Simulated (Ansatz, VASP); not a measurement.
## MoS2 in VASP and in Ansatz

Contents of INCAR:

```
ALGO     = Normal         # electronic algorithm
EDIFF    = 1E-8           # SCF threshold, eV
ENCUT    = 520            # plane-wave cutoff, eV
ISIF     = 2              # what is computed and relaxed
ISMEAR   = -1             # smearing method
LASPH    = T              # aspherical terms in the spheres
LCHARG   = F              # write CHGCAR
LEFG     = T            
LREAL    = F              # projectors in reciprocal space
LWAVE    = F              # write WAVECAR
NBANDS   = 35             # bands
NELM     = 60             # most SCF steps
PREC     = Accurate       # precision mode
SIGMA    = 0.03           # smearing width, eV
```

The input KPOINTS:

```
k-points
0
Gamma
  10 10 3
```

File POSCAR:

```
MoS2
1.0
    3.2025984982      0.0000000000      0.0000000000
   -1.6012992491      2.7735316575      0.0000000000
    0.0000000000      0.0000000000     12.4567948700
Mo S
2 4
Direct
    0.3333333333      0.6666666667      0.2500000000
    0.6666666667      0.3333333333      0.7500000000
    0.3333333333      0.6666666667      0.6275000000
    0.6666666667      0.3333333333      0.1275000000
    0.3333333333      0.6666666667      0.8725000000
    0.6666666667      0.3333333333      0.3725000000
```

Input for Ansatz:

```yaml
crystal:
  lattice:
    - [3.2025984982, 0.0, 0.0]
    - [-1.6012992491, 2.7735316575, 0.0]
    - [0.0, 0.0, 12.45679487]
  atoms:
    - { symbol: Mo, position: [0.3333333333, 0.6666666667, 0.25] }
    - { symbol: Mo, position: [0.6666666667, 0.3333333333, 0.75] }
    - { symbol: S, position: [0.3333333333, 0.6666666667, 0.6275] }
    - { symbol: S, position: [0.6666666667, 0.3333333333, 0.1275] }
    - { symbol: S, position: [0.3333333333, 0.6666666667, 0.8725] }
    - { symbol: S, position: [0.6666666667, 0.3333333333, 0.3725] }
kpoints:
  mp_grid: { grid: [10, 10, 3] }
scf:
  occupations: { method: fermi_dirac, width: 0.03 }
hamiltonian:
  xc: lda
  pseudopotentials: { kind: all_electron, datasets: crystal }
output:
  forces: true
  stress: true
  eigenvalues: true
  efg: { contact_densities: true }
```

Change from the starting cell: volume scaled by 1.04, crystal datasets.

Alike in both runs: task electric field gradients; functional LDA; k mesh 10 × 10 × 3; occupations fermi-dirac, width 0.03 eV; no spin polarisation.

```csv
,VASP,Ansatz
version,VASP 6.6.1,Ansatz 0.2.0
potentials or method,"VASP PAW LDA potentials, release 64 (Mo_sv, S), cutoff 520 eV","all-electron PAW with datasets made for the crystal, scalar-relativistic"
```

|  | VASP | Ansatz | Ansatz less VASP |
| --- | --- | --- | --- |
| pressure (GPa) | -4.7 | -4.8 | -0.06 |
| traceless stress, the component that is largest in VASP (GPa) | 3.99 | 4.02 | +0.030 |
| rms of the force components (eV/Å) | 0.037 | 0.032 | -0.0054 |
| size of Vzz on the site where it differs most (V/Å²) | 91.9 | 89.1 | -2.79 |

LDA's correlation is that of Perdew and Zunger in VASP and of Perdew and Wang (1992) in Ansatz. Atom by atom the forces differ by 0.005 eV/Å (rms over components). Ansatz ran all-electron here, and VASP with PAW potentials.
